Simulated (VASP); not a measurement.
A run of VASP 6.6.1:

INCAR

```
SYSTEM = SrTiO3
PREC = Accurate
ENCUT = 910
EDIFF = 1E-6
ISMEAR = 0
SIGMA = 0.01
LREAL = .False.
LASPH = .True.
NELM = 120
ALGO = Normal
ISIF = 2
LWAVE = .False.
LCHARG = .True.
GGA = CA
LELF = .True.
LVHAR = .True.
NBANDS = 28
GGA_COMPAT = .False.
```

KPOINTS

```
Automatic mesh
0
Gamma
  6 6 6
  0 0 0
```

File POSCAR:

```
SrTiO3
1.0
    3.8671987873      0.0000000000      0.0000000000
    0.0000000000      3.8671987873      0.0000000000
    0.0000000000      0.0000000000      3.8671987873
Sr Ti O
1 1 3
Direct
    0.5000000000      0.5000000000      0.5000000000
    0.0000000000      0.0000000000      0.0000000000
    0.5000000000      0.0000000000      0.0000000000
    0.0000000000      0.5000000000      0.0000000000
    0.0000000000      0.0000000000      0.5000000000
```

Potentials or basis: VASP PAW LDA potentials, release 64 (Sr_sv, Ti_sv, O_h).

Run with:

```sh
$ cat potpaw_LDA.64/Sr_sv/POTCAR potpaw_LDA.64/Ti_sv/POTCAR potpaw_LDA.64/O_h/POTCAR > POTCAR
$ mpirun -np 1 vasp_std > vasp.out
```

Hardware: 1 thread of Intel(R) Xeon(R) Platinum 8375C CPU @ 2.90GHz (Ice Lake) (shared host).

Task: How long does it take, and how much memory?

Result: Run time: 60 s on 1 thread of Intel(R) Xeon(R) Platinum 8375C CPU @ 2.90GHz (Ice Lake), on a shared host, peak memory 0.25 GiB. Counts: scf iterations 17, k points 20.
